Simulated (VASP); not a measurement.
A run of VASP 6.6.1:

INCAR

```
SYSTEM = Al3P2
ALGO = Normal ; EDIFF = 1E-6
ENCUT = 520 ; GGA = PE
ISIF = 2 ; ISMEAR = 0
LASPH = .True. ; LCHARG = .False.
LREAL = .False. ; LWAVE = .False.
NBANDS = 18 ; NELM = 100
PREC = Accurate ; SIGMA = 0.1
```

The input KPOINTS:

```
k-points
0
Gamma
  6 6 4
  0 0 0
```

Contents of POSCAR:

```
Al3P2
1.0
    3.4377522317      0.0000000000      0.0000000000
    0.0000000000      3.4377522317      0.0000000000
    0.0000000000      0.0000000000      7.2635807872
Al P
3 2
Direct
    0.5000000000      0.5000000000      0.0000000000
    0.0000000000      0.0000000000      0.2100512220
    0.0000000000      0.0000000000      0.7899487780
    0.0000000000      0.5000000000      0.5000000000
    0.5000000000      0.0000000000      0.5000000000
```

Potentials or basis: VASP PAW PBE potentials, release 64 (Al, P).

The run is started by

```console
$ cat potpaw_PBE.64/Al/POTCAR potpaw_PBE.64/P/POTCAR > POTCAR
$ mpirun -np 1 vasp_std > vasp.out
```

Hardware: 1 thread of Intel Xeon 8259CL (shared host).

Estimate the wall time of this run.

Run time: 61 s on 1 thread of Intel Xeon 8259CL, with other jobs on the host, peak memory 0.2 GiB. Counts: scf iterations 12, k points 30.
